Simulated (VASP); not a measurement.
C:

```
CELL_PARAMETERS angstrom
5.03494 0.00000 0.00000
0.00000 5.03494 0.00000
0.00000 0.00000 3.88849
ATOMIC_POSITIONS crystal
C 0.95461 0.63746 0.50000
C 0.04539 0.36254 0.50000
C 0.36254 0.95461 0.50000
C 0.63746 0.04539 0.50000
C 0.20351 0.97452 0.18779
C 0.79649 0.02548 0.18779
C 0.02548 0.20351 0.18779
C 0.97452 0.79649 0.18779
C 0.79649 0.02548 0.81221
C 0.20351 0.97452 0.81221
C 0.97452 0.79649 0.81221
C 0.02548 0.20351 0.81221
```

| Item | Value |
| --- | --- |
| Program | VASP 6.6.1 |
| Task | relaxation of cell and atoms |
| Functional | PBE |
| Potentials or basis | VASP PAW PBE potentials, release 64 (C) |
| Cutoff | 600 eV |
| k mesh | 4 × 4 × 4 |
| Occupations | gaussian, width 0.1 eV |
| Spin | no spin polarisation |

At the start: pressure 41.6 GPa; volume 8.21 Å³/atom.

Where does the relaxation end?

Over 22 steps the energy falls by 419.7 meV/atom and the volume is 9.66 Å³/atom (+17.6 %); space group P4/mmm (No. 123, to 0.05 Å).

The path:
```
step  energy change (eV)  largest force (eV/Å)  pressure (GPa)  volume (Å³)
   1              0.0000                6.9852           41.55        98.58
   2             39.0075              108.4617           48.64       132.09
   3             -3.1710                6.4548            6.84       108.19
   4             -3.7626                2.5339           11.56       105.51
   5             -3.7908                1.7197           13.09       104.86
   6             -3.8937                4.3191           -8.78       116.34
   7             -4.2281                2.2964            0.32       110.60
   8             -4.4875                1.5050           -6.13       117.21
   9             -4.5552                0.6594           -4.42       115.13
  10             -4.6747                0.5211            0.25       114.03
  11             -4.6770                0.5794            1.03       113.85
  12             -4.7526                0.4099            1.42       114.00
  13             -4.8588                0.4625            2.32       114.43
  14             -4.9072                0.4037            1.56       114.89
  15             -4.9955                0.4462           -0.87       116.27
  16             -4.9042                1.3788           -6.19       119.06
  17             -5.0071                0.6087           -2.10       116.94
  18             -5.0248                0.3699           -1.12       116.64
  19             -5.0248                0.3594           -1.14       116.64
  20             -5.0335                0.1261           -0.20       116.16
  21             -5.0350                0.1075            0.38       115.87
  22             -5.0362                0.0396            0.20       115.92
```

Final structure:
```xyz
12
Lattice="5.4744 0.0000 0.0000 0.0000 5.4744 0.0000 0.0000 0.0000 3.8678" Properties=species:S:1:pos:R:3 pbc="T T T"
C     5.4645    3.4127    1.9339
C     0.0100    2.0617    1.9339
C     2.0617    5.4645    1.9339
C     3.4127    0.0100    1.9339
C     1.1352    5.4645    0.7792
C     4.3392    0.0100    0.7792
C     0.0100    1.1352    0.7792
C     5.4645    4.3392    0.7792
C     4.3392    0.0100    3.0887
C     1.1352    5.4645    3.0887
C     5.4645    4.3392    3.0887
C     0.0100    1.1352    3.0887
```

Caveat: the volume moved by over 15 % at a fixed basis, so the end points are rough.
